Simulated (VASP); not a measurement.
# Nb2Ru (Fmmm) in VASP: single point with LDA

Aim: the single point of Nb2Ru with LDA.

Program: VASP 6.6.1. These are calculated values, not measurements. Logs are shortened: lines on timing, memory, paths and dates and some standing lists are left out, and cuts for length are marked.

## (1) The cell of the first run

The structure is orthorhombic, space group Fmmm (No. 69). The conventional cell has a = 3.208 Å, b = 4.548 Å, c = 12.997 Å, α = 90.00°, β = 90.00°, γ = 90.00°. Nb (site symmetry mm2) has 4 Ru at 2.63 to 3.09 Å and 10 Nb at 2.78 to 3.25 Å within 3.5 Å. Ru (site symmetry mmm) has 8 Nb at 2.63 to 3.09 Å and 6 Ru at 2.78 to 3.21 Å within 3.5 Å.

## (2) Single point, LDA

File INCAR:

```
SYSTEM = Nb2Ru
PREC = Accurate ; ENCUT = 500
EDIFF = 1E-6 ; ISMEAR = 0
SIGMA = 0.1 ; LREAL = .FALSE.
LASPH = .TRUE. ; NELM = 120
ALGO = Normal ; ISIF = 2
LWAVE = .FALSE. ; LCHARG = .FALSE.
NBANDS = 27 ; GGA_COMPAT = .FALSE.
```

File KPOINTS:

```
regular mesh
0
G
  16 16 16
  0 0 0
```

File POSCAR:

```
Nb2Ru
1.0
    0.0000000000      2.2741730800      6.4984616827
    1.6039343911      0.0000000000      6.4984616827
    1.6039343911      2.2741730800      0.0000000000
Nb Ru
2 1
Direct
    0.3395177083      0.3395177083      0.6604822917
    0.6604822917      0.6604822917      0.3395177083
    0.0000000000      0.0000000000      0.0000000000
```

Potentials or basis: VASP PAW LDA potentials, release 64 (Nb_sv, Ru_pv).

Launch:

```bash
$ cat potpaw_LDA.64/Nb_sv/POTCAR potpaw_LDA.64/Ru_pv/POTCAR > POTCAR
$ mpirun -np 1 vasp_std > vasp.out
```

OUTCAR:

```text
SYSTEM = Nb2Ru
   PREC = Accurate
   ENCUT = 500
   EDIFF = 1E-6
   ISMEAR = 0
   LREAL = .FALSE.
   LASPH = .TRUE.
   NELM = 120
   ISIF = 2

 ion  position               nearest neighbor table
   1  0.340  0.340  0.660-   3 2.63   3 2.63   2 2.83   2 2.83   3 3.09   3 3.09
   2  0.660  0.660  0.340-   3 2.63   3 2.63   1 2.83   1 2.83   3 3.09   3 3.09
   3  0.000  0.000  0.000-   2 2.63   2 2.63   1 2.63   1 2.63   1 3.09   2 3.09   2 3.09   1 3.09

  LATTYP: Found a face centered orthorhombic cell.
 ALAT       =     3.2078687822
 B/A-ratio  =     1.4178716365
 C/A-ratio  =     4.0515757495

  Lattice vectors:

 A1 = (   0.0000000000,   2.2741730800,   6.4984616827)
 A2 = (   1.6039343911,   0.0000000000,   6.4984616827)
 A3 = (   1.6039343911,   2.2741730800,   0.0000000000)

Analysis of symmetry for initial positions (statically):
=====================================================================
 Subroutine PRICEL returns:
 Original cell was already a primitive cell.

 Routine SETGRP: Setting up the symmetry group for a
 face centered orthorhombic supercell.

 Subroutine GETGRP returns: Found  8 space group operations
 (whereof  8 operations were pure point group operations)
 out of a pool of  8 trial point group operations.

The static configuration has the point symmetry D_2h.

Analysis of symmetry for dynamics (positions and initial velocities):
=====================================================================
 Subroutine PRICEL returns:
 Original cell was already a primitive cell.

 Routine SETGRP: Setting up the symmetry group for a
 face centered orthorhombic supercell.

 Subroutine GETGRP returns: Found  8 space group operations
 (whereof  8 operations were pure point group operations)
 out of a pool of  8 trial point group operations.

The dynamic configuration has the point symmetry D_2h.

 Subroutine INISYM returns: Found  8 space group operations
 (whereof  8 operations are pure point group operations),
 and found     1 'primitive' translations

----------------------------------------------------------------------------------------

                                     Primitive cell

  volume of cell :      47.4079

  direct lattice vectors                    reciprocal lattice vectors
     0.000000000  2.274173080  6.498461683    -0.311733449  0.219860135  0.076941286
     1.603934391  0.000000000  6.498461683     0.311733449 -0.219860135  0.076941286
     1.603934391  2.274173080  0.000000000     0.311733449  0.219860135 -0.076941286

  length of vectors
     6.884901411  6.693475164  2.782888558     0.389148023  0.389148023  0.389148023

  position of ions in fractional coordinates (direct lattice)
     0.339517708  0.339517708  0.660482292
     0.660482292  0.660482292  0.339517708
     0.000000000  0.000000000  0.000000000

  ion indices of the primitive-cell ions
   primitive index   ion index
                 1           1
                 2           2
                 3           3

----------------------------------------------------------------------------------------

 KPOINTS: regular mesh

Automatic generation of k-mesh.
 Grid dimensions read from file:
 generate k-points for:   16   16   16

 Generating k-lattice:

  Cartesian coordinates                     Fractional coordinates (reciprocal lattice)
    -0.019483341  0.013741258  0.004808830     0.062500000  0.000000000  0.000000000
     0.019483341 -0.013741258  0.004808830     0.000000000  0.062500000  0.000000000
     0.019483341  0.013741258 -0.004808830     0.000000000  0.000000000  0.062500000

  Length of vectors
     0.024321751  0.024321751  0.024321751

  Shift w.r.t. Gamma in fractional coordinates (k-lattice)
     0.000000000  0.000000000  0.000000000

 Subroutine IBZKPT returns following result:
 ===========================================

 Found    621 irreducible k-points:

 Following reciprocal coordinates:
            Coordinates               Weight
  0.000000  0.000000  0.000000      1.000000
  0.062500  0.000000  0.000000      8.000000
  0.125000  0.000000  0.000000      8.000000
  0.187500  0.000000  0.000000      8.000000
  0.250000  0.000000  0.000000      8.000000
  0.312500 -0.000000 -0.000000      8.000000
[... 16 lines left out ...]
 -0.125000  0.062500 -0.000000      8.000000
 -0.062500  0.062500  0.000000      4.000000
 [... further k-points ...]
   k-points           NKPTS =    621   k-points in BZ     NKDIM =    621   number of bands    NBANDS=     27
   number of dos      NEDOS =    301   number of ions     NIONS =      3
   total plane-waves  NPLWV =  50000
   dimension x,y,z NGX =    50 NGY =   50 NGZ =   20
   dimension x,y,z NGXF=   100 NGYF=  100 NGZF=   40
   ions per type =               2   1
   NGX,Y,Z   is equivalent  to a cutoff of  12.07, 12.42, 11.95 a.u.
   NGXF,Y,Z  is equivalent  to a cutoff of  24.15, 24.84, 23.90 a.u.
 SYSTEM =  Nb2Ru
   PREC   = accura    normal or accurate (medium, high low for compatibility)
   ISTART =      0    job   : 0-new  1-cont  2-samecut
   ICHARG =      2    charge: 1-file 2-atom 10-const
   ISPIN  =      1    spin polarized calculation?
   LNONCOLLINEAR =      F non collinear calculations
   LSORBIT =      F    spin-orbit coupling
   LASPH  =      T    aspherical Exc in radial PAW
   ENCUT  =  500.0 eV  36.75 Ry    6.06 a.u.  12.55 12.20  5.07*2*pi/ulx,y,z
   NELM   =    120;   NELMIN=  2; NELMDL= -5     # of ELM steps
   EDIFF  = 0.1E-05   stopping-criterion for ELM
   LREAL  =      F    real-space projection
   EDIFFG = 0.1E-04   stopping-criterion for IOM
   NSW    =      0    number of steps for IOM
   IBRION =     -1    ionic relax: 0-MD 1-quasi-New 2-CG
   NFREE  =      0    steps in history (QN), initial steepest desc. (CG)
   ISIF   =      2    stress and relaxation
   ISYM   =      2    0-nonsym 1-usesym 2-fastsym
   POTIM  = 0.5000    time-step for ionic-motion
   TEBEG  =    0.0;   TEEND  =   0.0 temperature during run
   PSTRESS=    0.0 pullay stress
   NELECT =      40.0000    total number of electrons
   NUPDOWN=      -1.0000    fix difference up-down
   EMIN   =  10.00;   EMAX   =-10.00  energy-range for DOS
   EFERMI =   0.00;   METHOD = LEGACY
   ISMEAR =     0;   SIGMA  =   0.10  broadening in eV -4-tet -1-fermi 0-gaus
   EFERMI_NEDOS =   21; number of points for ismear=-14 and -15
   IALGO  =     38    algorithm
   IMIX   =      4    mixing-type and parameters
     AMIX     =   0.40;   BMIX     =  1.00
     AMIX_MAG =   1.60;   BMIX_MAG =  1.00
  volume/ion in A,a.u.               =      15.80       106.64
  Fermi-wavevector in a.u.,A,eV,Ry     =   1.546956  2.923323 32.559729  2.393073
  Thomas-Fermi vector in A             =   2.652118
   LORBIT       =      0    0 simple, 1 ext, 2 COOP (PROOUT), +10 PAW based schemes
   GGA     = CA    functional components
   LHFCALC =     F    Hartree Fock is set to
   AEXX    =    0.0000 exact exchange contribution
   IVDW    =     0    specifies the selected vdW correction
   LEPSILON=     F    determine dielectric tensor
   LRPA    =     F    only Hartree local field effects (RPA)
 non-spin polarized calculation
 Gauss-broadening in eV      SIGMA  =   0.10
  energy-cutoff  :      500.00
  volume of cell :       47.41
 maximum number of plane-waves:      1230
   NGX = 25   NGY = 25   NGZ = 11

 number of electron      40.0000003 magnetization

 Free energy of the ion-electron system (eV)
  ---------------------------------------------------
  ext. energy  EPLUGINS =         0.00000000
  ---------------------------------------------------
  free energy    TOTEN  =       -33.40785876 eV

  energy without entropy =      -33.39208765  energy(sigma->0) =      -33.39997320

 E-fermi :  12.3086     XC(G=0): -13.4287

 val. band max:       12.3085230781   @ k =   0.3750  -0.4375   0.0625
 cond. band min:      12.3092265035   @ k =   0.1250   0.0000   0.0625
 fundamental gap:      0.0007034254
 Fermi energy:        12.3086073699

 k-point     1 :       0.0000    0.0000    0.0000
  band No.  band energies     occupation
      1     -42.0547      2.00000
      2     -41.9134      2.00000
      3     -30.3266      2.00000
      4     -30.1162      2.00000
      5     -29.8706      2.00000
      6     -18.7229      2.00000
[... 19 lines left out ...]
     26      15.3787      0.00000
     27      15.6313      0.00000

 k-point     2 :       0.0625    0.0000    0.0000
  band No.  band energies     occupation
      1     -42.0469      2.00000
      2     -41.9080      2.00000
      3     -30.3249      2.00000
      4     -30.1242      2.00000
      5     -29.8799      2.00000
      6     -18.7097      2.00000
[... 19 lines left out ...]
     26      15.5944      0.00000
     27      15.6420      0.00000

 k-point     3 :       0.1250    0.0000    0.0000
  band No.  band energies     occupation
      1     -42.0247      2.00000
      2     -41.8929      2.00000
      3     -30.3202      2.00000
      4     -30.1500      2.00000
      5     -29.9032      2.00000
      6     -18.6728      2.00000
[... 19 lines left out ...]
     26      15.5735      0.00000
     27      16.0894      0.00000

 k-point     4 :       0.1875    0.0000    0.0000
  band No.  band energies     occupation
      1     -41.9906      2.00000
      2     -41.8708      2.00000
      3     -30.3131      2.00000
      4     -30.1957      2.00000
      5     -29.9303      2.00000
      6     -18.6219      2.00000
[... 19 lines left out ...]
     26      15.5722      0.00000
     27      16.1263      0.00000
[... 516 lines left out ...]
      4     -30.2584      2.00000
      5     -29.9527      2.00000
      6     -18.5809      2.00000
[... 19 lines left out ...]
     26      15.6680      0.00000
     27      16.1709      0.00000

 k-point    23 :      -0.1250    0.0625   -0.0000
  band No.  band energies     occupation
      1     -41.9905      2.00000
      2     -41.8710      2.00000
      3     -30.3130      2.00000
      4     -30.1958      2.00000
      5     -29.9303      2.00000
      6     -18.6232      2.00000
[... 19 lines left out ...]
     26      15.5790      0.00000
     27      16.1262      0.00000

 k-point    24 :      -0.0625    0.0625    0.0000
  band No.  band energies     occupation
      1     -42.0246      2.00000
      2     -41.8931      2.00000
      3     -30.3202      2.00000
      4     -30.1500      2.00000
      5     -29.9032      2.00000
      6     -18.6741      2.00000
[... 19 lines left out ...]
     26      15.5798      0.00000
     27      16.2469      0.00000

 [... further k-points ...]

------------------------ aborting loop because EDIFF is reached ----------------------------------------

  FORCE on cell =-STRESS in cart. coord.  units (eV):
  Direction    XX          YY          ZZ          XY          YZ          ZX
  --------------------------------------------------------------------------------------
  -------------------------------------------------------------------------------------
  Total        0.0179357      0.0081505      0.0473480     -0.0000000      0.0000000      0.0000000
  in kB        0.6061479      0.2754521      1.6001529     -0.0000000      0.0000000      0.0000000
  external PRESSURE =       0.8272510 kB  Pullay stress =       0.0000000 kB

 VOLUME and BASIS-vectors are now :
 -----------------------------------------------------------------------------
  energy-cutoff  :      500.00
  volume of cell :       47.41
      direct lattice vectors                 reciprocal lattice vectors
     0.000000000  2.274173080  6.498461683    -0.311733449  0.219860135  0.076941286
     1.603934391  0.000000000  6.498461683     0.311733449 -0.219860135  0.076941286
     1.603934391  2.274173080  0.000000000     0.311733449  0.219860135 -0.076941286

 POSITION                                       TOTAL-FORCE (eV/Angst)
 -----------------------------------------------------------------------------------
      1.60393      2.27417      4.41269         0.000000      0.000000     -0.025067
      1.60393      2.27417      8.58424         0.000000      0.000000      0.025067
      0.00000      0.00000      0.00000         0.000000      0.000000      0.000000
 -----------------------------------------------------------------------------------
    total drift:                                0.000000      0.000000      0.000000

  FREE ENERGIE OF THE ION-ELECTRON SYSTEM (eV)
  ---------------------------------------------------
  free  energy   TOTEN  =       -33.4078587575 eV

  energy  without entropy=      -33.3920876512  energy(sigma->0) =      -33.39997320
```

Run time: 10 min. Hardware: 1 thread of Intel Xeon 6975P-C (Granite Rapids), shared host; peak memory 0.72 GiB.

What came out:

```
Free energy            : -33.4079 eV
Pressure               : 0.1 GPa
Largest force          : 0.025 eV/Å
Band gap on the k mesh : zero (bands 20 and 21 overlap by 2.02 eV)
```

Forces on the atoms (eV/Å):
```
Nb   0.000  0.000 -0.025
Nb   0.000  0.000  0.025
Ru   0.000  0.000  0.000
```
